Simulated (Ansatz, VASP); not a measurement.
CaVC4N4: VASP beside Ansatz

```
Ca V C N
1.0
     6.10086    0.00000    0.00000
     0.00000    6.10086    0.00000
     0.00000    0.00000    6.10086
Ca V C N
1 1 4 4
Cartesian
  0.0000 0.0000 0.0000
  3.0504 3.0504 3.0504
  1.2159 1.2159 1.2159
  1.2159 4.8850 4.8850
  4.8850 1.2159 4.8850
  4.8850 4.8850 1.2159
  1.8914 1.8914 1.8914
  1.8914 4.2095 4.2095
  4.2095 1.8914 4.2095
  4.2095 4.2095 1.8914
```

Alike in both runs: task single point; functional PBE; k mesh 4 × 4 × 4; occupations gaussian, width 0.1 eV; collinear spin.

|  | VASP | Ansatz |
| --- | --- | --- |
| version | VASP 6.6.1 | Ansatz 0.2.0 |
| potentials or method | VASP PAW PBE potentials, release 64 (Ca_sv, V_sv, C, N), cutoff 520 eV | scalar-relativistic, plane waves, PAW |
| valence electrons in the cell | 59 | 59 |

```csv
,VASP,Ansatz,Ansatz less VASP
gap on the k mesh at the Fermi level (eV),none,none,-
pressure (GPa),8.2,8.8,+0.56
rms of the force components (eV/Å),1.316,1.285,-0.0318
net moment per atom (μB),0.10,0.30,+0.197
size of the moment on the site where the two differ most (μB),0.96,1.78,+0.825
```

The net moments are unlike, so the other rows may belong to different states. Site moments also hang on the region over which each program counts them. Atom by atom the forces differ by 0.460 eV/Å (rms over components). A gap of «none» marks a metal or a gap that the smearing closes.

Noted on VASP's run: the standard files for N, O and F lose accuracy on very short bonds.
